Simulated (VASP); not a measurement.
# WS2 in VASP: a series of runs

WS2 is run at these levels: PBEsol; tasks: single point.

All numbers are computed with VASP 6.6.1; they aren't measurements. Logs are shortened: lines on timing, memory, paths and dates and some standing lists are left out, and cuts for length are marked.

### 1 The cell of the first run

The cell holds a slab with vacuum, 6 atoms: a = 3.138 Å, b = 3.138 Å, c = 20.843 Å, α = 90.00°, β = 90.00°, γ = 120.00°.

### 2 Single point, PBEsol (29.63 Å³/atom)

Input file INCAR:

```
ALGO = Normal
EDIFF = 1E-6
ENCUT = 520
GGA = PS
ISIF = 2
ISMEAR = 0
LASPH = T
LCHARG = T
LELF = T
LREAL = F
LVHAR = T
LWAVE = F
NBANDS = 35
NELM = 80
PREC = Accurate
SIGMA = 0.05
```

Input file KPOINTS:

```
k-points
0
Gamma
  12 12 2
```

Input file POSCAR:

```
WS2
1.0
    3.1384754799      0.0000000000      0.0000000000
   -1.5692377399      2.7179994948      0.0000000000
    0.0000000000      0.0000000000     20.8429295098
W S
2 4
Direct
    0.3333333333      0.6666666667      0.6345659624
    0.6666666667      0.3333333333      0.3654340376
    0.3333333333      0.6666666667      0.2989660749
    0.6666666667      0.3333333333      0.5680485953
    0.3333333333      0.6666666667      0.4319514047
    0.6666666667      0.3333333333      0.7010339251
```

Potentials or basis: VASP PAW PBE potentials, release 64 (W_sv, S).

Launch:

```console
$ cat potpaw_PBE.64/W_sv/POTCAR potpaw_PBE.64/S/POTCAR > POTCAR
$ mpirun -np 1 vasp_std > vasp.out
```

OUTCAR:

```text
EDIFF = 1E-6
   ENCUT = 520
   GGA = PS
   ISIF = 2
   ISMEAR = 0
   LASPH = T
   LREAL = F
   NELM = 80
   PREC = Accurate

 ion  position               nearest neighbor table
   1  0.333  0.667  0.635-   6 2.28   6 2.28   6 2.28   4 2.28   4 2.28   4 2.28
   2  0.667  0.333  0.365-   3 2.28   3 2.28   3 2.28   5 2.28   5 2.28   5 2.28
   3  0.333  0.667  0.299-   2 2.28   2 2.28   2 2.28   5 2.77
   4  0.667  0.333  0.568-   1 2.28   1 2.28   1 2.28   6 2.77
   5  0.333  0.667  0.432-   2 2.28   2 2.28   2 2.28   3 2.77
   6  0.667  0.333  0.701-   1 2.28   1 2.28   1 2.28   4 2.77

  LATTYP: Found a hexagonal cell.
 ALAT       =     3.1384754799
 C/A-ratio  =     6.6411000001

  Lattice vectors:

 A1 = (   3.1384754799,   0.0000000000,   0.0000000000)
 A2 = (  -1.5692377399,   2.7179994948,   0.0000000000)
 A3 = (   0.0000000000,   0.0000000000,  20.8429295098)

Analysis of symmetry for initial positions (statically):
=====================================================================
 Subroutine PRICEL returns:
 Original cell was already a primitive cell.

 Routine SETGRP: Setting up the symmetry group for a
 hexagonal supercell.

 Subroutine GETGRP returns: Found 12 space group operations
 (whereof 12 operations were pure point group operations)
 out of a pool of 24 trial point group operations.

The static configuration has the point symmetry D_3d.

Analysis of symmetry for dynamics (positions and initial velocities):
=====================================================================
 Subroutine PRICEL returns:
 Original cell was already a primitive cell.

 Routine SETGRP: Setting up the symmetry group for a
 hexagonal supercell.

 Subroutine GETGRP returns: Found 12 space group operations
 (whereof 12 operations were pure point group operations)
 out of a pool of 24 trial point group operations.

The dynamic configuration has the point symmetry D_3d.

 Subroutine INISYM returns: Found 12 space group operations
 (whereof 12 operations are pure point group operations),
 and found     1 'primitive' translations

----------------------------------------------------------------------------------------

                                     Primitive cell
[... 98 lines left out ...]
   NELM   =     80;   NELMIN=  2; NELMDL= -5     # of ELM steps
   EDIFF  = 0.1E-05   stopping-criterion for ELM
   LREAL  =      F    real-space projection
   EDIFFG = 0.1E-04   stopping-criterion for IOM
   NSW    =      0    number of steps for IOM
   IBRION =     -1    ionic relax: 0-MD 1-quasi-New 2-CG
   NFREE  =      0    steps in history (QN), initial steepest desc. (CG)
   ISIF   =      2    stress and relaxation
   ISYM   =      2    0-nonsym 1-usesym 2-fastsym
   POTIM  = 0.5000    time-step for ionic-motion
   TEBEG  =    0.0;   TEEND  =   0.0 temperature during run
   PSTRESS=    0.0 pullay stress
   NELECT =      52.0000    total number of electrons
   NUPDOWN=      -1.0000    fix difference up-down
   EMIN   =  10.00;   EMAX   =-10.00  energy-range for DOS
   EFERMI =   0.00;   METHOD = LEGACY
   ISMEAR =     0;   SIGMA  =   0.05  broadening in eV -4-tet -1-fermi 0-gaus
   EFERMI_NEDOS =   21; number of points for ismear=-14 and -15
   IALGO  =     38    algorithm
   IMIX   =      4    mixing-type and parameters
     AMIX     =   0.40;   BMIX     =  1.00
     AMIX_MAG =   1.60;   BMIX_MAG =  1.00
  volume/ion in A,a.u.               =      29.63       199.97
  Fermi-wavevector in a.u.,A,eV,Ry     =   1.086677  2.053521 16.066658  1.180866
  Thomas-Fermi vector in A             =   2.222819
   LORBIT       =      0    0 simple, 1 ext, 2 COOP (PROOUT), +10 PAW based schemes
   GGA     = PS    functional components
   LHFCALC =     F    Hartree Fock is set to
   AEXX    =    0.0000 exact exchange contribution
   IVDW    =     0    specifies the selected vdW correction
   LEPSILON=     F    determine dielectric tensor
   LRPA    =     F    only Hartree local field effects (RPA)
 non-spin polarized calculation
 Gauss-broadening in eV      SIGMA  =   0.05
  energy-cutoff  :      520.00
  volume of cell :      177.80
 maximum number of plane-waves:      4828
 NGX is ok and might be reduce to    24
   NGX = 11   NGY = 11   NGZ = 77

 number of electron      51.9999993 magnetization

 Free energy of the ion-electron system (eV)
  ---------------------------------------------------
  ext. energy  EPLUGINS =         0.00000000
  ---------------------------------------------------
  free energy    TOTEN  =       -48.84557322 eV

  energy without entropy =      -48.84491229  energy(sigma->0) =      -48.84524276

 E-fermi :   2.7123     XC(G=0):  -6.7528

 val. band max:        2.6166034379   @ k =   0.0833   0.0000   0.0000
 cond. band min:       2.7355892686   @ k =   0.3333   0.3333   0.5000
 fundamental gap:      0.1189858307
 Fermi energy:         2.7123177179

 k-point     1 :       0.0000    0.0000    0.0000
  band No.  band energies     occupation
      1     -72.1100      2.00000
      2     -72.1100      2.00000
      3     -36.4941      2.00000
      4     -36.4940      2.00000
      5     -36.3620      2.00000
      6     -36.3620      2.00000
[... 901 lines left out ...]
     34       7.0995      0.00000
     35       8.3848      0.00000

 [... further k-points ...]

------------------------ aborting loop because EDIFF is reached ----------------------------------------

  FORCE on cell =-STRESS in cart. coord.  units (eV):
  Direction    XX          YY          ZZ          XY          YZ          ZX
  --------------------------------------------------------------------------------------
  -------------------------------------------------------------------------------------
  Total       12.3694181     12.3694181     27.0803762      0.0000000      0.0000000     -0.0000000
  in kB      111.4635778    111.4635778    244.0272945      0.0000000      0.0000000     -0.0000000
  external PRESSURE =     155.6514834 kB  Pullay stress =       0.0000000 kB

 VOLUME and BASIS-vectors are now :
 -----------------------------------------------------------------------------
  energy-cutoff  :      520.00
  volume of cell :      177.80
      direct lattice vectors                 reciprocal lattice vectors
     3.138475480  0.000000000  0.000000000     0.318626036  0.183958827  0.000000000
    -1.569237740  2.717999495  0.000000000     0.000000000  0.367917655  0.000000000
     0.000000000  0.000000000 20.842929510     0.000000000  0.000000000  0.047977901

 POSITION                                       TOTAL-FORCE (eV/Angst)
 -----------------------------------------------------------------------------------
     -0.00000      1.81200     13.22621        -0.000000      0.000000      0.010146
      1.56924      0.90600      7.61672         0.000000      0.000000     -0.010146
     -0.00000      1.81200      6.23133         0.000000      0.000000     -4.776278
      1.56924      0.90600     11.83980        -0.000000      0.000000     -4.563359
     -0.00000      1.81200      9.00313         0.000000     -0.000000      4.563359
      1.56924      0.90600     14.61160        -0.000000      0.000000      4.776278
 -----------------------------------------------------------------------------------
    total drift:                                0.000000     -0.000000      0.000000

  FREE ENERGIE OF THE ION-ELECTRON SYSTEM (eV)
  ---------------------------------------------------
  free  energy   TOTEN  =       -48.8455732219 eV

  energy  without entropy=      -48.8449122941  energy(sigma->0) =      -48.84524276
```

OSZICAR:

```text
N       E                     dE             d eps       ncg     rms          rms(c)
DAV:   1     0.516556562951E+03    0.51656E+03   -0.28188E+04  3036   0.136E+03
DAV:   2    -0.177105959789E+02   -0.53427E+03   -0.51791E+03  3306   0.368E+02
DAV:   3    -0.502421644833E+02   -0.32532E+02   -0.32096E+02  3338   0.901E+01
[... 13 lines left out ...]
DAV:  17    -0.488455181942E+02   -0.40272E-04   -0.14625E-06  2426   0.555E-03    0.303E-03
DAV:  18    -0.488455562278E+02   -0.38034E-04   -0.93158E-07  2275   0.357E-03    0.254E-03
DAV:  19    -0.488455690856E+02   -0.12858E-04   -0.32361E-07  2158   0.206E-03    0.101E-03
DAV:  20    -0.488455722612E+02   -0.31756E-05   -0.81400E-08  1939   0.933E-04    0.962E-04
DAV:  21    -0.488455732219E+02   -0.96071E-06   -0.36619E-08  1784   0.594E-04
   1 F= -.48845573E+02 E0= -.48845243E+02  d E =-.660928E-03
```

Run time: 4.1 min. Hardware: 1 thread of Intel Xeon Platinum 8559C (Emerald Rapids), shared host; peak memory 0.39 GiB.

Results:

| Item | Value |
| --- | --- |
| Free energy | -48.8456 eV |
| Largest force | 4.776 eV/Å |
| Band gap on the k mesh | zero (bands 26 and 27 overlap by 0.21 eV) |

Forces on the atoms (eV/Å):
```
W    0.000  0.000  0.010
W    0.000  0.000 -0.010
S    0.000  0.000 -4.776
S    0.000  0.000 -4.563
S    0.000  0.000  4.563
S    0.000  0.000  4.776
```

Levels at points of the mesh, in eV from the Fermi level:
```
           k point  band 22  band 23  band 24  band 25  band 26  band 27  band 28  band 29  band 30  band 31
(0.00, 0.00, 0.00)    -3.52    -3.37    -2.00    -0.68     0.24     1.90     1.90     1.92     1.92     2.63
(0.50, 0.00, 0.00)    -2.88    -2.86    -2.69    -2.22    -2.02     1.60     1.65     2.18     2.20     3.28
(0.00, 0.00, 0.50)    -3.52    -3.37    -2.00    -0.68     0.24     1.90     1.90     1.92     1.92     2.63
(0.50, 0.00, 0.50)    -2.88    -2.86    -2.69    -2.22    -2.02     1.60     1.65     2.18     2.20     3.28
```

Caveat: there is no dipole correction, which matters where the two faces differ; the PAW data sets were made with another functional, which shifts forces and pressure a little; spin-orbit coupling is left out, which moves the levels of the heavy elements.

### 3 Single point, PBEsol (30.98 Å³/atom)

This run uses another cell than the first one.

Input file INCAR:

```
PREC = Accurate
ENCUT = 520
EDIFF = 1E-6
ISMEAR = 0
SIGMA = 0.05
LREAL = F
LASPH = T
NELM = 60
ALGO = Normal
ISIF = 2
LWAVE = F
LCHARG = F
GGA = PS
NBANDS = 35
```

Input file KPOINTS:

```
Automatic mesh
0
Gamma
  12 12 2
```

Changes to POSCAR since step 2:

```diff
@@ -2,5 +2,5 @@
 1.0
-    3.1384754799      0.0000000000      0.0000000000
-   -1.5692377399      2.7179994948      0.0000000000
-    0.0000000000      0.0000000000     20.8429295098
+    3.1853268625      0.0000000000      0.0000000000
+   -1.5926634312      2.7585739823      0.0000000000
+    0.0000000000      0.0000000000     21.1540742264
 W S
```

Potentials or basis: VASP PAW PBE potentials, release 64 (W_sv, S).

Launch:

```console
$ cat potpaw_PBE.64/W_sv/POTCAR potpaw_PBE.64/S/POTCAR > POTCAR
$ mpirun -np 1 vasp_std > vasp.out
```

Run time: 4.3 min. Hardware: 1 thread of Intel Xeon Platinum 8559C (Emerald Rapids), shared host; peak memory 0.4 GiB.

It converged, with:

```yaml
Free_energy: -49.4744 eV
Largest_force: 3.582 eV/Å
Band_gap_on_the_k_mesh: zero (bands 26 and 27 overlap by 0.12 eV)
```

Forces on the atoms (eV/Å):
```
W    0.000  0.000  0.006
W    0.000  0.000 -0.006
S    0.000  0.000 -3.582
S    0.000  0.000 -3.417
S    0.000  0.000  3.417
S    0.000  0.000  3.582
```

Levels at points of the mesh, in eV from the Fermi level:
```tsv
k point	band 23	band 24	band 25	band 26	band 27	band 28	band 29	band 30
(0.00, 0.00, 0.00)	-3.27	-1.97	-0.64	0.15	1.82	1.82	1.83	1.83
(0.50, 0.00, 0.00)	-2.83	-2.66	-2.15	-1.96	1.48	1.53	2.00	2.02
(0.00, 0.00, 0.50)	-3.27	-1.97	-0.64	0.15	1.82	1.82	1.83	1.83
(0.50, 0.00, 0.50)	-2.83	-2.66	-2.15	-1.96	1.48	1.53	2.00	2.02
```

Caveat: there is no dipole correction, which matters where the two faces differ; the PAW data sets were made with another functional, which shifts forces and pressure a little; spin-orbit coupling is left out, which moves the levels of the heavy elements.

### 4 Single point, PBEsol (32.33 Å³/atom)

This run uses another cell than the first one.

Input file INCAR:

```
SYSTEM = WS2
PREC = Accurate
ENCUT = 520
EDIFF = 1E-6
ISMEAR = 0
SIGMA = 0.05
LREAL = .False.
LASPH = .True.
NELM = 100
ALGO = Normal
ISIF = 2
LWAVE = .False.
LCHARG = .True.
GGA = PS
LELF = .True.
LVHAR = .True.
NBANDS = 35
```

Input file KPOINTS:

```
regular mesh
0
Gamma
  12 12 2
  0 0 0
```

Changes to POSCAR since step 3:

```diff
@@ -2,5 +2,5 @@
 1.0
-    3.1853268625      0.0000000000      0.0000000000
-   -1.5926634312      2.7585739823      0.0000000000
-    0.0000000000      0.0000000000     21.1540742264
+    3.2308391291      0.0000000000      0.0000000000
+   -1.6154195645      2.7979887614      0.0000000000
+    0.0000000000      0.0000000000     21.4563257405
 W S
```

Launch:

```console
$ cat potpaw_PBE.64/W_sv/POTCAR potpaw_PBE.64/S/POTCAR > POTCAR
$ mpirun -np 1 vasp_std > vasp.out
```

Run time: 4.2 min. Hardware: 1 thread of Intel Xeon Platinum 8559C (Emerald Rapids), shared host; peak memory 0.4 GiB.

Results (log left out):

| Quantity | Value |
| --- | --- |
| Free energy | -49.8274 eV |
| Largest force | 2.556 eV/Å |
| Band gap on the k mesh | zero (bands 26 and 27 overlap by 0.05 eV) |

Forces on the atoms (eV/Å):
```
W    0.000  0.000  0.002
W    0.000  0.000 -0.002
S    0.000  0.000 -2.556
S    0.000  0.000 -2.430
S    0.000  0.000  2.430
S    0.000  0.000  2.556
```

Levels at points of the mesh, in eV from the Fermi level:
```csv
k point,band 22,band 23,band 24,band 25,band 26,band 27,band 28,band 29,band 30,band 31
"(0.00, 0.00, 0.00)",-3.32,-3.17,-1.93,-0.61,0.07,1.74,1.74,1.74,1.74,2.29
"(0.50, 0.00, 0.00)",-2.84,-2.77,-2.62,-2.07,-1.89,1.38,1.42,1.84,1.85,3.06
"(0.00, 0.00, 0.50)",-3.32,-3.17,-1.93,-0.61,0.07,1.74,1.74,1.74,1.74,2.29
"(0.50, 0.00, 0.50)",-2.84,-2.77,-2.62,-2.07,-1.89,1.38,1.42,1.84,1.85,3.06
```

Caveat: there is no dipole correction, which matters where the two faces differ; the PAW data sets were made with another functional, which shifts forces and pressure a little; spin-orbit coupling is left out, which moves the levels of the heavy elements.

### 5 Single point, PBEsol (33.67 Å³/atom)

This run uses another cell than the first one.

Input file INCAR:

```
SYSTEM = WS2
PREC = Accurate
ENCUT = 520
EDIFF = 1E-6
ISMEAR = 0
SIGMA = 0.05
LREAL = .FALSE.
LASPH = .TRUE.
NELM = 60
ALGO = Normal
ISIF = 2
LWAVE = .FALSE.
LCHARG = .TRUE.
GGA = PS
LELF = .TRUE.
LVHAR = .TRUE.
NBANDS = 35
```

Input file KPOINTS:

```
regular mesh
0
G
  12 12 2
  0 0 0
```

Changes to POSCAR since step 4:

```diff
@@ -2,5 +2,5 @@
 1.0
-    3.2308391291      0.0000000000      0.0000000000
-   -1.6154195645      2.7979887614      0.0000000000
-    0.0000000000      0.0000000000     21.4563257405
+    3.2750975396      0.0000000000      0.0000000000
+   -1.6375487698      2.8363176691      0.0000000000
+    0.0000000000      0.0000000000     21.7502502699
 W S
```

Potentials or basis: VASP PAW PBE potentials, release 64 (W_sv, S).

Launch:

```console
$ cat potpaw_PBE.64/W_sv/POTCAR potpaw_PBE.64/S/POTCAR > POTCAR
$ mpirun -np 1 vasp_std > vasp.out
```

OUTCAR:

```text
SYSTEM = WS2
   PREC = Accurate
   ENCUT = 520
   EDIFF = 1E-6
   ISMEAR = 0
   LREAL = .FALSE.
   LASPH = .TRUE.
   NELM = 60
   ISIF = 2
   GGA = PS

 ion  position               nearest neighbor table
   1  0.333  0.667  0.635-   6 2.38   6 2.38   6 2.38   4 2.38   4 2.38   4 2.38
   2  0.667  0.333  0.365-   3 2.38   3 2.38   3 2.38   5 2.38   5 2.38   5 2.38
   3  0.333  0.667  0.299-   2 2.38   2 2.38   2 2.38
   4  0.667  0.333  0.568-   1 2.38   1 2.38   1 2.38
   5  0.333  0.667  0.432-   2 2.38   2 2.38   2 2.38
   6  0.667  0.333  0.701-   1 2.38   1 2.38   1 2.38

[... 1118 lines left out ...]
  -------------------------------------------------------------------------------------
  Total       -3.7756956     -3.7756956      9.9466695      0.0000000      0.0000000     -0.0000000
  in kB      -29.9408543    -29.9408543     78.8760046      0.0000000      0.0000000     -0.0000000
  external PRESSURE =       6.3314320 kB  Pullay stress =       0.0000000 kB

 VOLUME and BASIS-vectors are now :
 -----------------------------------------------------------------------------
  energy-cutoff  :      520.00
  volume of cell :      202.04
      direct lattice vectors                 reciprocal lattice vectors
     3.275097540  0.000000000  0.000000000     0.305334418  0.176284908  0.000000000
    -1.637548770  2.836317669  0.000000000     0.000000000  0.352569816  0.000000000
     0.000000000  0.000000000 21.750250270     0.000000000  0.000000000  0.045976482

 POSITION                                       TOTAL-FORCE (eV/Angst)
 -----------------------------------------------------------------------------------
     -0.00000      1.89088     13.80197        -0.000000     -0.000000      0.005323
      1.63755      0.94544      7.94828         0.000000      0.000000     -0.005323
     -0.00000      1.89088      6.50259         0.000000     -0.000000     -1.677740
      1.63755      0.94544     12.35520         0.000000     -0.000000     -1.588124
     -0.00000      1.89088      9.39505        -0.000000      0.000000      1.588124
      1.63755      0.94544     15.24766        -0.000000      0.000000      1.677740
 -----------------------------------------------------------------------------------
    total drift:                                0.000000     -0.000000      0.000000

  FREE ENERGIE OF THE ION-ELECTRON SYSTEM (eV)
  ---------------------------------------------------
  free  energy   TOTEN  =       -49.9576346083 eV

  energy  without entropy=      -49.9569621197  energy(sigma->0) =      -49.95729836
```

stdout:

```text
POSCAR found type information on POSCAR W S
 POSCAR found :  2 types and       6 ions
 scaLAPACK will be used
 -----------------------------------------------------------------------------
|                                                                             |
|                                                                             |
|     You enforced a specific xc type in the INCAR file but a different       |
|     I HOPE YOU KNOW WHAT YOU ARE DOING!                                     |
|                                                                             |
 -----------------------------------------------------------------------------

 LDA part: xc-table for (Slater+PW92), standard interpolation
 POSCAR, INCAR and KPOINTS ok, starting setup
 FFT: planning ... GRIDC
 FFT: planning ... GRID_SOFT
 FFT: planning ... GRID
 WAVECAR not read
 entering main loop
```

Wall time 4.8 min (1 thread of Intel Xeon Platinum 8559C (Emerald Rapids), shared host); peak memory 0.43 GiB.

Results:

* Free energy: -49.9576 eV
* Largest force: 1.678 eV/Å
* Band gap on the k mesh: 0.02 eV (least direct gap 1.24 eV)

Forces in eV/Å, atoms in the order of the input:
```
W    0.000  0.000  0.005
W    0.000  0.000 -0.005
S    0.000  0.000 -1.678
S    0.000  0.000 -1.588
S    0.000  0.000  1.588
S    0.000  0.000  1.678
```

Caveat: the smearing spreads over this small gap; there is no dipole correction, which matters where the two faces differ; the PAW data sets were made with another functional, which shifts forces and pressure a little; spin-orbit coupling is left out, which moves the levels of the heavy elements.

[end of part 1 of 2]

The gap in the log of VASP goes by the Fermi energy; the results here count the filled bands.